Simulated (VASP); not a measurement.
The system is HfN.

```
CELL_PARAMETERS angstrom
0.00000 2.27459 2.27459
2.27459 0.00000 2.27459
2.27459 2.27459 0.00000
ATOMIC_POSITIONS crystal
Hf 0.50000 0.50000 0.50000
N 0.00000 0.00000 0.00000
```

Base run:

| Item | Value |
| --- | --- |
| Program | VASP 6.6.1 |
| Functional | r2SCAN |
| Potentials or basis | VASP PAW PBE potentials, release 64 (Hf_pv, N) |
| Cutoff | 520 eV |
| k mesh | 12 × 12 × 12 |
| Occupations | gaussian, width 0.05 eV |
| Spin | no spin polarisation |

Its results: pressure -7.0 GPa.

**Question.** The run is repeated on the same cell with these changes: functional from r2SCAN to PBE; cutoff from 520 eV to 600 eV; k mesh from 12 × 12 × 12 to 8 × 8 × 8. What comes out?

**Answer.** Pressure -2.5 GPa.

Several settings changed at once, so the effect can't be laid on one alone.

Caveats: the PAW data sets were made with another functional, which shifts forces and pressure a little (some runs).
